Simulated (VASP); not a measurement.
Write the native input for VASP 6.6.1 that does the following.

| Property | Result |
| --- | --- |
| Task | single point |
| Functional | PBEsol |
| Potentials or basis | VASP PAW PBE potentials, release 64 (Hf_pv, N) |
| Cutoff | 520 eV |
| k mesh | 14 × 14 × 10 |
| Occupations | gaussian, width 0.15 eV |
| Spin | no spin polarisation |
| Dipole correction | no |
| Further INCAR settings | ALGO = Normal; EDIFF = 1e-06; NBANDS = 23 |

The structure of HfN lies in POSCAR:

```
HfN
1.0
    0.0000000000     -2.2508000098     -2.2508000098
    0.0000000000      2.2508000098     -2.2508000098
    4.5016000196      0.0000000000      0.0000000000
Hf N
2 2
Direct
    0.5053691239      0.4946308761      0.5000000000
   -0.0053691239      0.0053691239      0.0000000000
    0.5123011266      0.4876988734      0.0000000000
   -0.0123011266      0.0123011266      0.5000000000
```

This cell differs from its parent crystal: mode 4 frozen in at -0.021 Å and mode 11 at -0.067 Å (largest displacements).

The input as run:

INCAR

```
PREC = Accurate ; ENCUT = 520
EDIFF = 1E-6 ; ISMEAR = 0
SIGMA = 0.15 ; LREAL = False
LASPH = True ; NELM = 60
ALGO = Normal ; ISIF = 2
LWAVE = False ; LCHARG = False
GGA = PS ; NBANDS = 23
```

KPOINTS

```
regular mesh
0
Gamma
  14 14 10
```

Potentials or basis: VASP PAW PBE potentials, release 64 (Hf_pv, N).

Command:

```sh
$ cat potpaw_PBE.64/Hf_pv/POTCAR potpaw_PBE.64/N/POTCAR > POTCAR
$ mpirun -np 1 vasp_std > vasp.out
```

It gave:

| Quantity | Value |
| --- | --- |
| Pressure | -1.2 GPa |
| Largest force | 0.894 eV/Å |
| Band gap on the k mesh | zero (band 15 reaches 11.63 eV, above the bottom of band 16 at 4.95 eV) |

Caveat: the cell differs from its parent crystal (mode 4 frozen in at -0.021 Å and mode 11 at -0.067 Å (largest displacements)); the PAW data sets were made with another functional, which shifts forces and pressure a little; spin-orbit coupling is left out, which moves the levels of the heavy elements.

Wall time 86 s on 1 thread of Intel(R) Xeon(R) 6975P-C (Granite Rapids), with other jobs on the host, peak memory 0.4 GiB.
